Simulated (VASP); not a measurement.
Here is a VASP 6.6.1 calculation.

File INCAR:

```
SYSTEM = HfN
ALGO = Normal
EDIFF = 1E-6
ENCUT = 520
ISIF = 2
ISMEAR = 0
LASPH = .TRUE.
LCHARG = .FALSE.
LREAL = .FALSE.
LWAVE = .FALSE.
NBANDS = 14
NELM = 100
PREC = Accurate
SIGMA = 0.15
```

The input KPOINTS:

```
k-points
0
G
  12 12 12
  0 0 0
```

File POSCAR:

```
HfN
1.0
    0.0000000000      2.4146129775      2.4146129775
    2.4146129775      0.0000000000      2.4146129775
    2.4146129775      2.4146129775      0.0000000000
Hf N
1 1
Direct
    0.0032418347     -0.0010343923     -0.0019871626
    0.7467581653      0.7510343923      0.7519871626
```

Potentials or basis: VASP PAW LDA potentials, release 64 (Hf_pv, N).

Command:

```console
$ cat potpaw_LDA.64/Hf_pv/POTCAR potpaw_LDA.64/N/POTCAR > POTCAR
$ mpirun -np 1 vasp_std > vasp.out
```

(1) Estimate the largest force.

(2) Predict the band gap on the k mesh.

(3) Predict the pressure.

Answers

(1) 0.234 eV/Å.

(2) zero (an odd number of electrons rules out a gap without spin polarisation).

(3) 0.0 GPa.

Caveat: the cell differs from its parent crystal (atoms moved at random); spin-orbit coupling is left out, which moves the levels of the heavy elements.
